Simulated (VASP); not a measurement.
Wanted: the native input for a VASP 6.6.1 run.

- Task: single point
- Functional: PBE
- Potentials or basis: VASP PAW PBE potentials, release 64 (Nb_sv, As)
- Cutoff: 520 eV
- k mesh: 8 × 8 × 8
- Occupations: gaussian, width 0.1 eV
- Spin: no spin polarisation
- Dipole correction: no
- Further INCAR settings: ALGO = Normal; EDIFF = 1e-06; NBANDS = 26

The structure of NbAs lies in POSCAR:

```
NbAs
1.0
   -1.7258500000      1.7258500000      5.8400000000
    1.7258500000     -1.7258500000      5.8400000000
    1.7258500000      1.7258500000     -5.8400000000
Nb As
2 2
Direct
    0.0000000000      0.0000000000      0.0000000000
    0.7500000000      0.2500000000      0.5000000000
    0.4160000000      0.4160000000      0.0000000000
    0.1660000000      0.6660000000      0.5000000000
```

One way to write it, as run:

INCAR

```
SYSTEM = NbAs
  PREC = Accurate
  ENCUT = 520
  EDIFF = 1E-6
  ISMEAR = 0
  SIGMA = 0.1
  LREAL = .False.
  LASPH = .True.
  NELM = 60
  ALGO = Normal
  ISIF = 2
  LWAVE = .False.
  LCHARG = .False.
  GGA = PE
  NBANDS = 26
```

KPOINTS

```
regular mesh
0
Gamma
  8 8 8
  0 0 0
```

Potentials or basis: VASP PAW PBE potentials, release 64 (Nb_sv, As).

The run is started by

```console
$ cat potpaw_PBE.64/Nb_sv/POTCAR potpaw_PBE.64/As/POTCAR > POTCAR
$ mpirun -np 1 vasp_std > vasp.out
```

Results of the run:

```json
{
 "Pressure": "3.3 GPa",
 "Largest force": "0.299 eV/Å",
 "Band gap on the k mesh": "zero (bands 18 and 19 overlap by 0.03 eV)"
}
```

Caveat: the cell stands under pressure.

Wall time 2.2 min on 1 thread of Intel(R) Xeon(R) 6975P-C (Granite Rapids), on a shared host, peak memory 0.36 GiB.
